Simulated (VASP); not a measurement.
Set up this calculation in VASP 6.6.1, as the native input.

```yaml
Task: relaxation of cell and atoms
Functional: PBEsol
Potentials_or_basis: VASP PAW PBE potentials, release 64 (Bi_d)
Cutoff: 600 eV
k_mesh: 14 × 14 × 8
Occupations: gaussian, width 0.1 eV
Spin: no spin polarisation
Dipole_correction: no
Further_INCAR_settings: ALGO = Fast; EDIFF = 1e-07; IBRION = 2; EDIFFG = -0.005; NSW = 100; ISIF = 3
```

The structure of Bi lies in POSCAR:

```
Bi
1.0
    3.2383762460      0.0000000000      0.0000000000
    0.0000000000      3.2216433200      0.0000000000
   -0.0804548793      0.0000000000      6.4438887882
Bi
2
Direct
    0.4557527500      0.0000000000      0.2504221100
    0.5442472500      0.0000000000      0.7495778900
```

One way to write it, as run:

INCAR

```
PREC = Accurate ; ENCUT = 600
EDIFF = 1E-7 ; ISMEAR = 0
SIGMA = 0.1 ; LREAL = False
LASPH = True ; NELM = 80
ALGO = Fast ; ISIF = 3
LWAVE = False ; LCHARG = False
GGA = PS ; IBRION = 2
NSW = 100 ; EDIFFG = -0.005
```

KPOINTS

```
regular mesh
0
Gamma
  14 14 8
```

Potentials or basis: VASP PAW PBE potentials, release 64 (Bi_d).

The run is started by

```console
$ cat potpaw_PBE.64/Bi_d/POTCAR > POTCAR
$ mpirun -np 1 vasp_std > vasp.out
```

Results of the run:

```json
{
 "Relaxed volume": "33.33 Å³/atom",
 "Relaxed cell": "a = 3.226 Å, b = 3.218 Å, c = 6.423 Å, α = 90.00°, β = 90.46°, γ = 90.00°",
 "Space group after relaxing (to 0.1 Å)": "Pmma (No. 51)",
 "Energy gained by relaxing": "0.5 meV/atom",
 "Ionic steps": "8",
 "Pressure after relaxing": "0.0 GPa",
 "Largest force after relaxing": "0.004 eV/Å",
 "Band gap on the k mesh": "zero (bands 15 and 16 overlap by 6.42 eV)"
}
```

Caveat: the PAW data sets were made with another functional, which shifts forces and pressure a little; spin-orbit coupling is left out, which moves the levels of the heavy elements.

It took 67 min on 1 thread of Oxide Virtual Turin-like Processor (shared host), peak memory 0.65 GiB.
